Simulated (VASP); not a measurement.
# Mn2RuN3 (Cmc2_1) in VASP: single point with PBE

Aim: the single point of Mn2RuN3 with PBE.

Program: VASP 6.6.1. These are calculated values, not measurements. Logs are shortened: lines on timing, memory, paths and dates and some standing lists are left out, and cuts for length are marked.

## (1) The cell of the first run

It takes space group Cmc2_1 (No. 36, orthorhombic). The conventional cell has a = 8.787 Å, b = 5.517 Å, c = 4.923 Å, α = 90.00°, β = 90.00°, γ = 90.00°. Mn (site symmetry 1) has 4 N at 1.84 to 1.87 Å within 2.4 Å. Within 3.0 Å of Ru (site symmetry m) lie 5 N at 2.00 to 2.98 Å and 6 Mn at 2.74 to 2.89 Å and 2 Ru at 2.92 Å. N (site symmetry 1) has 3 Mn at 1.84 to 1.87 Å and 1 Ru at 2.02 Å within 2.4 Å. Within 2.5 Å of N (site symmetry m) lie 2 Mn at 1.85 Å and 2 Ru at 2.00 to 2.01 Å.

## (2) Single point, PBE, collinear spin, ferromagnetic start

Input file INCAR:

```
ALGO = Normal
EDIFF = 1E-7
ENCUT = 520
GGA = PE
ISIF = 2
ISMEAR = 0
ISPIN = 2
LASPH = True
LCHARG = False
LMAXMIX = 4
LORBIT = 11
LREAL = False
LWAVE = False
MAGMOM = 4 4 4 4 1 1 0 0 0 0 0 0
NBANDS = 71
NELM = 150
PREC = Accurate
SIGMA = 0.1
```

Input file KPOINTS:

```
k-points
0
Gamma
  4 4 4
```

Input file POSCAR:

```
Mn2RuN3
1.0
    4.3936443300     -2.7585969000      0.0000000000
    4.3936443300      2.7585969000      0.0000000000
    0.0000000000      0.0000000000      4.9234128000
Mn Ru N
4 2 6
Direct
    0.3855609900      0.9718949800      0.9797970000
    0.0281050200      0.6144390100      0.9797970000
    0.6144390100      0.0281050200      0.4797970000
    0.9718949800      0.3855609900      0.4797970000
    0.6421459900      0.3578540100      0.0570650100
    0.3578540100      0.6421459900      0.5570650100
    0.2745879900      0.0567640000      0.6185710100
    0.9432360000      0.7254120100      0.6185710100
    0.7254120100      0.9432360000      0.1185710100
    0.0567640000      0.2745879900      0.1185710100
    0.7115280000      0.2884720000      0.6581980000
    0.2884720000      0.7115280000      0.1581980000
```

Potentials or basis: VASP PAW PBE potentials, release 64 (Mn_pv, Ru_pv, N).

Started as:

```
$ cat potpaw_PBE.64/Mn_pv/POTCAR potpaw_PBE.64/Ru_pv/POTCAR potpaw_PBE.64/N/POTCAR > POTCAR
$ mpirun -np 1 vasp_std > vasp.out
```

OUTCAR:

```text
EDIFF = 1E-7
   ENCUT = 520
   GGA = PE
   ISIF = 2
   ISMEAR = 0
   ISPIN = 2
   LASPH = True
   LORBIT = 11
   LREAL = False
   NELM = 150
   PREC = Accurate

 ion  position               nearest neighbor table
   1  0.386  0.972  0.980-   9 1.84  12 1.85   7 1.86  10 1.87   6 2.74   3 2.80   3 2.80   5 2.87
                             5 2.89   2 3.03   2 3.03   2 3.14
   2  0.028  0.614  0.980-  10 1.84  12 1.85   8 1.86   9 1.87   6 2.74   4 2.80   4 2.80   5 2.87
                             5 2.89   1 3.03   1 3.03   1 3.14
   3  0.614  0.028  0.480-   7 1.84  11 1.85   9 1.86   8 1.87   5 2.74   1 2.80   1 2.80   6 2.87
                             6 2.89   4 3.03   4 3.03   4 3.14
   4  0.972  0.386  0.480-   8 1.84  11 1.85  10 1.86   7 1.87   5 2.74   2 2.80   2 2.80   6 2.87
                             6 2.89   3 3.03   3 3.03   3 3.14
   5  0.642  0.358  0.057-  11 2.00  12 2.01   9 2.02  10 2.02   3 2.74   4 2.74   1 2.87   2 2.87
                             1 2.89   2 2.89   6 2.92   6 2.92
   6  0.358  0.642  0.557-  12 2.00  11 2.01   7 2.02   8 2.02   1 2.74   2 2.74   3 2.87   4 2.87
                             4 2.89   3 2.89   5 2.92   5 2.92
   7  0.275  0.057  0.619-   3 1.84   1 1.86   4 1.87   6 2.02
   8  0.943  0.725  0.619-   4 1.84   2 1.86   3 1.87   6 2.02
   9  0.725  0.943  0.119-   1 1.84   3 1.86   2 1.87   5 2.02
  10  0.057  0.275  0.119-   2 1.84   4 1.86   1 1.87   5 2.02
  11  0.712  0.288  0.658-   3 1.85   4 1.85   5 2.00   6 2.01
  12  0.288  0.712  0.158-   1 1.85   2 1.85   6 2.00   5 2.01

  LATTYP: Found a base centered orthorhombic cell.
 ALAT       =     5.5171938000
 B/A-ratio  =     1.5927098048
 C/A-ratio  =     0.8923762656

  Lattice vectors:

 A1 = (  -4.3936443300,  -2.7585969000,   0.0000000000)
 A2 = (   4.3936443300,  -2.7585969000,   0.0000000000)
 A3 = (   0.0000000000,   0.0000000000,   4.9234128000)

Analysis of symmetry for initial positions (statically):
=====================================================================
 Subroutine PRICEL returns:
 Original cell was already a primitive cell.

 Routine SETGRP: Setting up the symmetry group for a
 base centered orthorhombic supercell.

 Subroutine GETGRP returns: Found  4 space group operations
 (whereof  2 operations were pure point group operations)
 out of a pool of  8 trial point group operations.

The static configuration has the point symmetry C_1h.
 The point group associated with its full space group is C_2v.

Analysis of symmetry for dynamics (positions and initial velocities):
=====================================================================
 Subroutine PRICEL returns:
 Original cell was already a primitive cell.

 Routine SETGRP: Setting up the symmetry group for a
 base centered orthorhombic supercell.

 Subroutine GETGRP returns: Found  4 space group operations
 (whereof  2 operations were pure point group operations)
 out of a pool of  8 trial point group operations.

The dynamic configuration has the point symmetry C_1h.
 The point group associated with its full space group is C_2v.

Analysis of structural, dynamic, and magnetic symmetry:
=====================================================================
 Subroutine PRICEL returns:
 Original cell was already a primitive cell.

 Routine SETGRP: Setting up the symmetry group for a
 base centered orthorhombic supercell.

 Subroutine GETGRP returns: Found  4 space group operations
 (whereof  2 operations were pure point group operations)
 out of a pool of  8 trial point group operations.

The overall configuration has the point symmetry C_1h.
 The point group associated with its full space group is C_2v.

 Subroutine INISYM returns: Found  4 space group operations
 (whereof  2 operations are pure point group operations),
 and found     1 'primitive' translations

----------------------------------------------------------------------------------------

                                     Primitive cell

  volume of cell :     119.3464

  direct lattice vectors                    reciprocal lattice vectors
     4.393644330 -2.758596900  0.000000000     0.113800745 -0.181251563  0.000000000
     4.393644330  2.758596900  0.000000000     0.113800745  0.181251563  0.000000000
     0.000000000  0.000000000  4.923412800     0.000000000  0.000000000  0.203111143

  length of vectors
     5.187867322  5.187867322  4.923412800     0.214015744  0.214015744  0.203111143

  position of ions in fractional coordinates (direct lattice)
     0.385560990  0.971894980  0.979797000
     0.028105020  0.614439010  0.979797000
[... 99 lines left out ...]
   ISIF   =      2    stress and relaxation
   ISYM   =      2    0-nonsym 1-usesym 2-fastsym
   POTIM  = 0.5000    time-step for ionic-motion
   TEBEG  =    0.0;   TEEND  =   0.0 temperature during run
   PSTRESS=    0.0 pullay stress
   NELECT =     110.0000    total number of electrons
   NUPDOWN=      -1.0000    fix difference up-down
   EMIN   =  10.00;   EMAX   =-10.00  energy-range for DOS
   EFERMI =   0.00;   METHOD = LEGACY
   ISMEAR =     0;   SIGMA  =   0.10  broadening in eV -4-tet -1-fermi 0-gaus
   EFERMI_NEDOS =   21; number of points for ismear=-14 and -15
   IALGO  =     38    algorithm
   IMIX   =      4    mixing-type and parameters
     AMIX     =   0.40;   BMIX     =  1.00
     AMIX_MAG =   1.60;   BMIX_MAG =  1.00
  volume/ion in A,a.u.               =       9.95        67.12
  Fermi-wavevector in a.u.,A,eV,Ry     =   1.593196  3.010704 34.535316  2.538274
  Thomas-Fermi vector in A             =   2.691464
   LORBIT       =     11    0 simple, 1 ext, 2 COOP (PROOUT), +10 PAW based schemes
   GGA     = PE    functional components
   LHFCALC =     F    Hartree Fock is set to
   AEXX    =    0.0000 exact exchange contribution
   IVDW    =     0    specifies the selected vdW correction
   LEPSILON=     F    determine dielectric tensor
   LRPA    =     F    only Hartree local field effects (RPA)
 spin polarized calculation
 Gauss-broadening in eV      SIGMA  =   0.10
  energy-cutoff  :      520.00
  volume of cell :      119.35
 maximum number of plane-waves:      3230
 NGX is ok and might be reduce to    40
   NGX = 19   NGY = 19   NGZ = 19

 number of electron     110.0000000 magnetization      18.0000000

 number of electron     110.0000028 magnetization       0.0003348

 Free energy of the ion-electron system (eV)
  ---------------------------------------------------
  ext. energy  EPLUGINS =         0.00000000
  ---------------------------------------------------
  free energy    TOTEN  =      -105.21721804 eV

  energy without entropy =     -105.18337846  energy(sigma->0) =     -105.20029825

 E-fermi :   9.0889     XC(G=0): -12.8843

 val. band max:        9.0799083222   @ k =   0.5000   0.5000   0.2500
 cond. band min:       9.0936502839   @ k =   0.5000   0.5000   0.0000
 fundamental gap:      0.0137419617
 Fermi energy:         9.0889251015

 spin component 1

 k-point     1 :       0.0000    0.0000    0.0000
  band No.  band energies     occupation
      1     -39.6304      1.00000
      2     -39.6183      1.00000
      3     -39.6055      1.00000
      4     -39.5852      1.00000
      5     -39.5337      1.00000
      6     -39.5071      1.00000
[... 1459 lines left out ...]
     66      11.4344      0.00000
     67      11.4620      0.00000
 Fermi energy:         9.0889251015

 spin component 2

 k-point     1 :       0.0000    0.0000    0.0000
  band No.  band energies     occupation
      1     -39.6303      1.00000
      2     -39.6182      1.00000
      3     -39.6054      1.00000
      4     -39.5851      1.00000
      5     -39.5336      1.00000
      6     -39.5071      1.00000
[... 1459 lines left out ...]
     66      11.4344      0.00000
     67      11.4620      0.00000
 [bands above 67 left out]

------------------------ aborting loop because EDIFF is reached ----------------------------------------

  FORCE on cell =-STRESS in cart. coord.  units (eV):
  Direction    XX          YY          ZZ          XY          YZ          ZX
  --------------------------------------------------------------------------------------
  -------------------------------------------------------------------------------------
  Total       -1.5212121     -1.8329851     -1.6723567      0.0000000      0.0000000      0.0000000
  in kB      -20.4216564    -24.6070822    -22.4507120      0.0000000      0.0000000      0.0000000
  external PRESSURE =     -22.4931502 kB  Pullay stress =       0.0000000 kB

 VOLUME and BASIS-vectors are now :
 -----------------------------------------------------------------------------
  energy-cutoff  :      520.00
  volume of cell :      119.35
      direct lattice vectors                 reciprocal lattice vectors
     4.393644330 -2.758596900  0.000000000     0.113800745 -0.181251563  0.000000000
     4.393644330  2.758596900  0.000000000     0.113800745  0.181251563  0.000000000
     0.000000000  0.000000000  4.923412800     0.000000000  0.000000000  0.203111143

 POSITION                                       TOTAL-FORCE (eV/Angst)
 -----------------------------------------------------------------------------------
      5.96418      1.61746      4.82395        -0.043407      0.012932     -0.003268
      2.82311      1.61746      4.82395         0.043407      0.012932     -0.003268
      2.82311     -1.61746      2.36224         0.043407     -0.012932     -0.003268
      5.96418     -1.61746      2.36224        -0.043407     -0.012932     -0.003268
      4.39364     -0.78425      0.28095        -0.000000     -0.023424     -0.051989
      4.39364      0.78425      2.74266        -0.000000      0.023424     -0.051989
      1.45584     -0.60089      3.04548        -0.031413     -0.098998      0.012347
      7.33145     -0.60089      3.04548         0.031413     -0.098998      0.012347
      7.33145      0.60089      0.58377         0.031413      0.098998      0.012347
      1.45584      0.60089      0.58377        -0.031413      0.098998      0.012347
      4.39364     -1.16704      3.24058        -0.000000      0.138762      0.033831
      4.39364      1.16704      0.77887        -0.000000     -0.138762      0.033831
 -----------------------------------------------------------------------------------
    total drift:                                0.000000     -0.000000      0.000620

  FREE ENERGIE OF THE ION-ELECTRON SYSTEM (eV)
  ---------------------------------------------------
  free  energy   TOTEN  =      -105.2172180363 eV

  energy  without entropy=     -105.1833784570  energy(sigma->0) =     -105.20029825

 total charge

# of ion       s       p       d       tot
------------------------------------------
    1        0.375   6.428   5.290  12.093
    2        0.375   6.428   5.290  12.093
    3        0.375   6.428   5.290  12.093
    4        0.375   6.428   5.290  12.093
    5        0.337   6.325   6.024  12.685
    6        0.337   6.325   6.024  12.685
    7        1.272   2.431   0.000   3.703
    8        1.272   2.431   0.000   3.703
    9        1.272   2.431   0.000   3.703
   10        1.272   2.431   0.000   3.703
   11        1.270   2.420   0.000   3.689
   12        1.270   2.420   0.000   3.689
--------------------------------------------------
tot          9.800  52.925  33.208  95.933

 magnetization (x)

# of ion       s       p       d       tot
------------------------------------------
    1        0.000   0.000   0.000   0.000
    2        0.000   0.000   0.000   0.000
    3        0.000   0.000   0.000   0.000
    4        0.000   0.000   0.000   0.000
    5        0.000   0.000   0.000   0.000
    6        0.000   0.000   0.000   0.000
    7       -0.000  -0.000   0.000  -0.000
    8       -0.000  -0.000   0.000  -0.000
    9       -0.000  -0.000   0.000  -0.000
   10       -0.000  -0.000   0.000  -0.000
   11       -0.000  -0.000   0.000  -0.000
   12       -0.000  -0.000   0.000  -0.000
--------------------------------------------------
tot          0.000  -0.000   0.000   0.000
```

It took 11 min on 1 thread of Intel Xeon Platinum 8259CL at 2.50GHz (Skylake/Cascade Lake), shared host; peak memory 0.45 GiB.

Results:

```
Free energy                                           : -105.2172 eV
Pressure                                              : -2.2 GPa
Largest force                                         : 0.143 eV/Å
Band gap on the k mesh                                : zero (filled and empty bands overlap)
Net moment                                            : 0.00 μB per cell
Valence electrons inside the program's atomic spheres : Mn 12.09; Ru 12.69; N 3.70, 3.69 (each value once)
```

Forces in eV/Å, atoms in the order of the input:
```
Mn  -0.043  0.013 -0.003
Mn   0.043  0.013 -0.003
Mn   0.043 -0.013 -0.003
Mn  -0.043 -0.013 -0.003
Ru   0.000 -0.023 -0.052
Ru   0.000  0.023 -0.052
N   -0.031 -0.099  0.012
N    0.031 -0.099  0.012
N    0.031  0.099  0.012
N   -0.031  0.099  0.012
N    0.000  0.139  0.034
N    0.000 -0.139  0.034
```

Caveat: the moments typed at the start vanished in this run. With open d or f shells a metallic result of PBE can be an artefact of self-interaction; +U or a hybrid may open a gap.
